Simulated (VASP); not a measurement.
**Al: single point with PBEsol**

System: Al, a slab with vacuum.

```
Al
1.0
     2.83942    0.00000    0.00000
     0.00000    4.01554    0.00000
     0.00000    0.00000   21.67880
Al
5
Direct
  0.00000 0.00000 0.37262
  0.50000 0.50000 0.43465
  0.00000 0.00000 0.50000
  0.50000 0.50000 0.56535
  0.00000 0.00000 0.62738
```

```
Program             : VASP 6.6.1
Task                : single point
Functional          : PBEsol
Potentials or basis : VASP PAW PBE potentials, release 64 (Al)
Cutoff              : 520 eV
k mesh              : 14 × 10 × 1
Occupations         : fermi-dirac, width 0.05 eV
Spin                : no spin polarisation
```

```yaml
Largest_force: 0.014 eV/Å
Band_gap_on_the_k_mesh: zero (an odd number of electrons rules out a gap without spin polarisation)
```

Forces in eV/Å, atoms in the order of the input:
```
Al   0.000  0.000 -0.014
Al   0.000  0.000 -0.009
Al   0.000  0.000  0.000
Al   0.000  0.000  0.009
Al   0.000  0.000  0.014
```

Levels at points of the mesh, in eV from the Fermi level:
```tsv
k point	band 4	band 5	band 6	band 7	band 8	band 9	band 10	band 11
(0.00, 0.00, 0.00)	-3.45	-2.57	-1.11	-0.94	-0.74	0.67	1.75	2.14
(0.50, 0.00, 0.00)	-4.36	-2.28	-1.50	0.62	1.41	1.56	1.69	3.04
(0.00, 0.50, 0.00)	-6.45	-4.58	-3.59	-2.06	-0.03	0.87	2.97	3.84
(0.50, 0.50, 0.00)	-3.76	-2.79	-2.75	-2.59	-1.38	-0.75	0.49	0.66
```

Wall time 110 s on 1 thread of AMD EPYC 9R45 96-Core Processor (Zen 5), on a shared host, peak memory 0.36 GiB.

Caveat: the PAW data sets were made with another functional, which shifts forces and pressure a little.
